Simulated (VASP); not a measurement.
ZnCd3O:

```
Zn Cd O
1.0
     4.81827    0.00000    0.00000
     0.00000    4.81827    0.00000
     0.00000    0.00000    4.81827
Zn Cd O
1 3 1
Cartesian
  2.4091 2.4091 2.4091
  2.4091 0.0000 0.0000
  0.0000 2.4091 0.0000
  0.0000 0.0000 2.4091
  0.0000 0.0000 0.0000
```

| Quantity | Value |
| --- | --- |
| Program | VASP 6.6.1 |
| Task | relaxation of cell and atoms |
| Functional | PBE |
| Potentials or basis | VASP PAW PBE potentials, release 64 (Zn, Cd, O) |
| Cutoff | 600 eV |
| k mesh | 4 × 4 × 4 |
| Occupations | gaussian, width 0.1 eV |
| Spin | no spin polarisation |

At the start: pressure -5.2 GPa; volume 22.37 Å³/atom.

Q: How do energy, volume and symmetry change on relaxing?

A: Over 3 steps the energy falls by 44.4 meV/atom and the volume is 19.95 Å³/atom (-10.8 %); space group Pm-3m (No. 221, to 0.05 Å).

The path:
| step | energy change (eV) | largest force (eV/Å) | pressure (GPa) | volume (Å³) |
| --- | --- | --- | --- | --- |
| 1 | 0.0000 | 0.0000 | -5.20 | 111.86 |
| 2 | -0.2210 | 0.0000 | -0.46 | 100.50 |
| 3 | -0.2221 | 0.0000 | 0.00 | 99.76 |

Final structure:
```
Zn Cd O
1.0
     4.63792    0.00000    0.00000
     0.00000    4.63792    0.00000
     0.00000    0.00000    4.63792
Zn Cd O
1 3 1
Direct
  0.50000 0.50000 0.50000
  0.50000 0.00000 0.00000
  0.00000 0.50000 0.00000
  0.00000 0.00000 0.50000
  0.00000 0.00000 0.00000
```
